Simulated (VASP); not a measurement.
# GaP (R-3m) in VASP: a series of runs, part 2 of 2

VASP 6.6.1. Earlier steps stand in the parts before.

**4. Single point, PBE (volume 22.149 Å^3 an atom, c/a of the conventional cell 4.4051)**

File INCAR:

```
SYSTEM = GaP
ALGO = Normal
EDIFF = 1E-6
ENCUT = 520
GGA = PE
ISIF = 2
ISMEAR = 0
LASPH = .TRUE.
LCHARG = .FALSE.
LREAL = .FALSE.
LWAVE = .FALSE.
NBANDS = 26
NELM = 80
PREC = Accurate
SIGMA = 0.05
```

File KPOINTS:

```
k-points
0
G
  9 9 9
  0 0 0
```

File POSCAR:

```
GaP
1.0
    2.0574043777      1.1878429713      6.0420480161
   -2.0574043777      1.1878429713      6.0420480161
    0.0000000000     -2.3756859426      6.0420480161
Ga P
2 2
Direct
    0.4355841032      0.4355841032      0.4355841032
    0.5644158968      0.5644158968      0.5644158968
    0.0575077006      0.0575077006      0.0575077006
    0.9424922994      0.9424922994      0.9424922994
```

Potentials or basis: VASP PAW PBE potentials, release 64 (Ga_d, P).

Started as:

```bash
cat potpaw_PBE.64/Ga_d/POTCAR potpaw_PBE.64/P/POTCAR > POTCAR
mpirun -np 1 vasp_std > vasp.out
```

OUTCAR:

```text
SYSTEM = GaP
   EDIFF = 1E-6
   ENCUT = 520
   GGA = PE
   ISIF = 2
   ISMEAR = 0
   LASPH = .TRUE.
   LREAL = .FALSE.
   NELM = 80
   PREC = Accurate

 ion  position               nearest neighbor table
   1  0.436  0.436  0.436-   2 2.34   3 2.51   3 2.51   3 2.51
   2  0.564  0.564  0.564-   1 2.34   4 2.51   4 2.51   4 2.51
   3  0.058  0.058  0.058-   4 2.08   1 2.51   1 2.51   1 2.51
   4  0.942  0.942  0.942-   3 2.08   2 2.51   2 2.51   2 2.51

  LATTYP: Found a trigonal (rhomboedric) cell.
 ALAT       =     6.4923206888
 COS(alpha) =     0.7991511324

  Lattice vectors:

 A1 = (   2.0574043777,   1.1878429713,   6.0420480161)
 A2 = (  -2.0574043777,   1.1878429713,   6.0420480161)
 A3 = (   0.0000000000,  -2.3756859426,   6.0420480161)

Analysis of symmetry for initial positions (statically):
=====================================================================
 Subroutine PRICEL returns:
 Original cell was already a primitive cell.

 Routine SETGRP: Setting up the symmetry group for a
 trigonal (rhombohedral) supercell.

 Subroutine GETGRP returns: Found 12 space group operations
 (whereof 12 operations were pure point group operations)
 out of a pool of 12 trial point group operations.

The static configuration has the point symmetry D_3d.

Analysis of symmetry for dynamics (positions and initial velocities):
=====================================================================
 Subroutine PRICEL returns:
 Original cell was already a primitive cell.

 Routine SETGRP: Setting up the symmetry group for a
 trigonal (rhombohedral) supercell.

 Subroutine GETGRP returns: Found 12 space group operations
 (whereof 12 operations were pure point group operations)
 out of a pool of 12 trial point group operations.

The dynamic configuration has the point symmetry D_3d.

[... 112 lines left out ...]
   PSTRESS=    0.0 pullay stress
   NELECT =      36.0000    total number of electrons
   NUPDOWN=      -1.0000    fix difference up-down
   EMIN   =  10.00;   EMAX   =-10.00  energy-range for DOS
   EFERMI =   0.00;   METHOD = LEGACY
   ISMEAR =     0;   SIGMA  =   0.05  broadening in eV -4-tet -1-fermi 0-gaus
   EFERMI_NEDOS =   21; number of points for ismear=-14 and -15
   IALGO  =     38    algorithm
   IMIX   =      4    mixing-type and parameters
     AMIX     =   0.40;   BMIX     =  1.00
     AMIX_MAG =   1.60;   BMIX_MAG =  1.00
  volume/ion in A,a.u.               =      22.15       149.47
  Fermi-wavevector in a.u.,A,eV,Ry     =   1.212563  2.291412 20.004767  1.470309
  Thomas-Fermi vector in A             =   2.348043
   LORBIT       =      0    0 simple, 1 ext, 2 COOP (PROOUT), +10 PAW based schemes
   GGA     = PE    functional components
   LHFCALC =     F    Hartree Fock is set to
   AEXX    =    0.0000 exact exchange contribution
   IVDW    =     0    specifies the selected vdW correction
   LEPSILON=     F    determine dielectric tensor
   LRPA    =     F    only Hartree local field effects (RPA)
 non-spin polarized calculation
 Gauss-broadening in eV      SIGMA  =   0.05
  energy-cutoff  :      520.00
  volume of cell :       88.60
 maximum number of plane-waves:      2413
   NGX = 25   NGY = 25   NGZ = 25

 number of electron      35.9999997 magnetization

 Free energy of the ion-electron system (eV)
  ---------------------------------------------------
  ext. energy  EPLUGINS =         0.00000000
  ---------------------------------------------------
  free energy    TOTEN  =       -17.25669499 eV

  energy without entropy =      -17.25662396  energy(sigma->0) =      -17.25665948

 E-fermi :   4.2236     XC(G=0):  -9.4046

 val. band max:        4.1751158962   @ k =   0.0000   0.0000   0.0000
 cond. band min:       4.2775628409   @ k =   0.2222   0.2222   0.2222
 fundamental gap:      0.1024469447
 Fermi energy:         4.2235994667

 k-point     1 :       0.0000    0.0000    0.0000
  band No.  band energies     occupation
      1     -10.6945      2.00000
      2     -10.4933      2.00000
      3     -10.4933      2.00000
      4     -10.4214      2.00000
      5     -10.4214      2.00000
      6     -10.3760      2.00000
[... 685 lines left out ...]
     25      12.1164      0.00000
     26      13.0671      0.00000

 [... further k-points ...]
[... 5 lines left out ...]
  --------------------------------------------------------------------------------------
  -------------------------------------------------------------------------------------
  Total       -4.2098214     -4.2098214      7.5229615      0.0000000      0.0000000      0.0000000
  in kB      -76.1307562    -76.1307562    136.0458531      0.0000000      0.0000000      0.0000000
  external PRESSURE =      -5.4052198 kB  Pullay stress =       0.0000000 kB

 VOLUME and BASIS-vectors are now :
 -----------------------------------------------------------------------------
  energy-cutoff  :      520.00
  volume of cell :       88.60
      direct lattice vectors                 reciprocal lattice vectors
     2.057404378  1.187842971  6.042048016     0.243024660  0.140310353  0.055168932
    -2.057404378  1.187842971  6.042048016    -0.243024660  0.140310353  0.055168932
     0.000000000 -2.375685943  6.042048016     0.000000000 -0.280620706  0.055168932

 POSITION                                       TOTAL-FORCE (eV/Angst)
 -----------------------------------------------------------------------------------
      0.00000      0.00000      7.89546         0.000000      0.000000     -0.964112
      0.00000      0.00000     10.23068         0.000000     -0.000000      0.964112
      0.00000      0.00000      1.04239         0.000000      0.000000      1.722876
      0.00000      0.00000     17.08375         0.000000     -0.000000     -1.722876
 -----------------------------------------------------------------------------------
    total drift:                               -0.000000      0.000000      0.000000

  FREE ENERGIE OF THE ION-ELECTRON SYSTEM (eV)
  ---------------------------------------------------
  free  energy   TOTEN  =       -17.2566949932 eV

  energy  without entropy=      -17.2566239585  energy(sigma->0) =      -17.25665948
```

OSZICAR:

```text
N       E                     dE             d eps       ncg     rms          rms(c)
DAV:   1     0.232264221222E+03    0.23226E+03   -0.16969E+04  4484   0.197E+03
DAV:   2     0.105039371594E+02   -0.22176E+03   -0.21360E+03  4742   0.428E+02
DAV:   3    -0.166732788165E+02   -0.27177E+02   -0.26712E+02  5660   0.120E+02
DAV:   4    -0.175981696322E+02   -0.92489E+00   -0.92193E+00  5158   0.225E+01
DAV:   5    -0.176247850130E+02   -0.26615E-01   -0.26591E-01  6084   0.348E+00    0.672E+00
DAV:   6    -0.173029703352E+02    0.32181E+00   -0.50328E-01  6046   0.905E+00    0.396E+00
DAV:   7    -0.172537675080E+02    0.49203E-01   -0.30479E-01  4918   0.273E+00    0.132E+00
DAV:   8    -0.172556686604E+02   -0.19012E-02   -0.31846E-02  5410   0.155E+00    0.248E-01
DAV:   9    -0.172563108491E+02   -0.64219E-03   -0.57465E-03  5402   0.742E-01    0.102E-01
DAV:  10    -0.172565318371E+02   -0.22099E-03   -0.81492E-04  5184   0.233E-01    0.439E-02
DAV:  11    -0.172566830731E+02   -0.15124E-03   -0.19486E-04  5230   0.780E-02    0.219E-02
DAV:  12    -0.172566940802E+02   -0.11007E-04   -0.24080E-05  5570   0.331E-02    0.708E-03
DAV:  13    -0.172566949932E+02   -0.91302E-06   -0.49649E-06  4218   0.127E-02
   1 F= -.17256695E+02 E0= -.17256659E+02  d E =-.710348E-04
```

stdout:

```text
POSCAR found type information on POSCAR GaP
 POSCAR found :  2 types and       4 ions
 scaLAPACK will be used
 LDA part: xc-table for (Slater+PW92), standard interpolation
 POSCAR, INCAR and KPOINTS ok, starting setup
 FFT: planning ... GRIDC
 FFT: planning ... GRID_SOFT
 FFT: planning ... GRID
 WAVECAR not read
 entering main loop
```

Run time: 2.5 min. Hardware: 1 thread of Intel Xeon 6975P-C (Granite Rapids), shared host; peak memory 0.41 GiB.

Results:

| Quantity | Value |
| --- | --- |
| Free energy | -17.2567 eV |
| Pressure | -0.5 GPa |
| Largest force | 1.723 eV/Å |
| Band gap on the k mesh | 0.10 eV, indirect (least direct gap 0.21 eV) |

Forces on the atoms (eV/Å):
```
Ga   0.000  0.000 -0.964
Ga   0.000  0.000  0.964
P    0.000  0.000  1.723
P    0.000  0.000 -1.723
```

Caveat: forces of over 1 eV/Å act on the atoms, so gaps and moduli don't describe the material at rest.

**5. Single point, PBE (volume 22.149 Å^3 an atom, c/a of the conventional cell 4.7738)**

File INCAR:

```
SYSTEM = GaP
ALGO = Normal ; EDIFF = 1E-6
ENCUT = 520 ; GGA = PE
ISIF = 2 ; ISMEAR = 0
LASPH = .TRUE. ; LCHARG = .FALSE.
LREAL = .FALSE. ; LWAVE = .FALSE.
NBANDS = 26 ; NELM = 60
PREC = Accurate ; SIGMA = 0.05
```

KPOINTS is that of step 4.

File POSCAR:

```
GaP
1.0
    2.0030118108      1.1564394081      6.3746518549
   -2.0030118108      1.1564394081      6.3746518549
    0.0000000000     -2.3128788163      6.3746518549
Ga P
2 2
Direct
    0.4355841032      0.4355841032      0.4355841032
    0.5644158968      0.5644158968      0.5644158968
    0.0575077006      0.0575077006      0.0575077006
    0.9424922994      0.9424922994      0.9424922994
```

Started as:

```bash
cat potpaw_PBE.64/Ga_d/POTCAR potpaw_PBE.64/P/POTCAR > POTCAR
mpirun -np 1 vasp_std > vasp.out
```

It took 3.1 min on 1 thread of Intel Xeon 6975P-C (Granite Rapids), shared host; peak memory 0.43 GiB.

It converged, with:

| Quantity | Value |
| --- | --- |
| Free energy | -17.6520 eV |
| Pressure | -2.8 GPa |
| Largest force | 0.299 eV/Å |
| Band gap on the k mesh | 0.68 eV, indirect (least direct gap 0.73 eV) |

Forces in eV/Å, atoms in the order of the input:
```
Ga   0.000  0.000 -0.272
Ga   0.000  0.000  0.272
P    0.000  0.000  0.299
P    0.000  0.000 -0.299
```

Stress tensor (GPa, compression positive):
```
-4.78  0.00  0.00
 0.00 -4.78  0.00
 0.00  0.00  1.13
```

Levels at points of the mesh, in eV from the valence-band top:
| k point | band 16 | band 17 | band 18 | band 19 | band 20 | band 21 |
| --- | --- | --- | --- | --- | --- | --- |
| (0.00, 0.00, 0.00) | -0.29 | 0.00 | 0.00 | 0.83 | 1.17 | 3.00 |

**6. Single point, PBE (volume 22.149 Å^3 an atom, c/a of the conventional cell 4.5857)**

File INCAR:

```
ALGO = Normal
EDIFF = 1E-6
ENCUT = 520
GGA = PE
ISIF = 2
ISMEAR = 0
LASPH = T
LCHARG = F
LREAL = F
LWAVE = F
NBANDS = 26
NELM = 80
PREC = Accurate
SIGMA = 0.05
```

File KPOINTS:

```
k-points
0
Gamma
  9 9 9
```

File POSCAR:

```
GaP
1.0
    2.0300327158      1.1720399349      6.2060806833
   -2.0300327158      1.1720399349      6.2060806833
    0.0000000000     -2.3440798699      6.2060806833
Ga P
2 2
Direct
    0.4355841032      0.4355841032      0.4355841032
    0.5644158968      0.5644158968      0.5644158968
    0.0575077006      0.0575077006      0.0575077006
    0.9424922994      0.9424922994      0.9424922994
```

Potentials or basis: VASP PAW PBE potentials, release 64 (Ga_d, P).

Started as:

```bash
cat potpaw_PBE.64/Ga_d/POTCAR potpaw_PBE.64/P/POTCAR > POTCAR
mpirun -np 1 vasp_std > vasp.out
```

Wall time 3.2 min (1 thread of Intel Xeon 6975P-C (Granite Rapids), shared host); peak memory 0.43 GiB.

The run converged. Its results:

| Quantity | Value |
| --- | --- |
| Free energy | -17.5110 eV |
| Pressure | -1.9 GPa |
| Largest force | 0.916 eV/Å |
| Band gap on the k mesh | 0.39 eV, indirect (least direct gap 0.47 eV) |

Forces on the atoms (eV/Å):
```
Ga   0.000  0.000 -0.569
Ga   0.000  0.000  0.569
P    0.000  0.000  0.916
P    0.000  0.000 -0.916
```

Stress tensor (GPa, compression positive):
```
-6.31  0.00  0.00
 0.00 -6.31  0.00
 0.00  0.00  6.90
```

Levels at points of the mesh, in eV from the valence-band top:
| k point | band 16 | band 17 | band 18 | band 19 | band 20 | band 21 |
| --- | --- | --- | --- | --- | --- | --- |
| (0.00, 0.00, 0.00) | -0.33 | 0.00 | 0.00 | 0.58 | 1.11 | 3.27 |

 A k mesh can miss the band edges.

**7. Overview**

| cell | gap on the mesh (eV) | pressure (GPa) | largest force (eV/Å) |
| --- | --- | --- | --- |
| a = 7.132 Å, angles 30.8°, 4 atoms | 0.50 | 0.1 | 0.71 |
| a = 7.093 Å, angles 31.9°, 4 atoms | 0.70 | -3.4 | 0.45 |
| a = 6.492 Å, angles 37.0°, 4 atoms | 0.10 | -0.5 | 1.72 |
| a = 6.781 Å, angles 34.4°, 4 atoms | 0.68 | -2.8 | 0.30 |
| a = 6.634 Å, angles 35.6°, 4 atoms | 0.39 | -1.9 | 0.92 |

Alike in all rows: task single point; level PBE; potentials or basis VASP PAW PBE potentials, release 64 (Ga_d, P); no spin polarisation; k mesh 9 × 9 × 9; cutoff (eV) 520; smearing gaussian 0.05 eV.

Caveats: forces of over 1 eV/Å act on the atoms, so gaps and moduli don't describe the material at rest (some runs).

Total energies depend on the potentials used, so only differences within one code and one set of settings carry meaning.
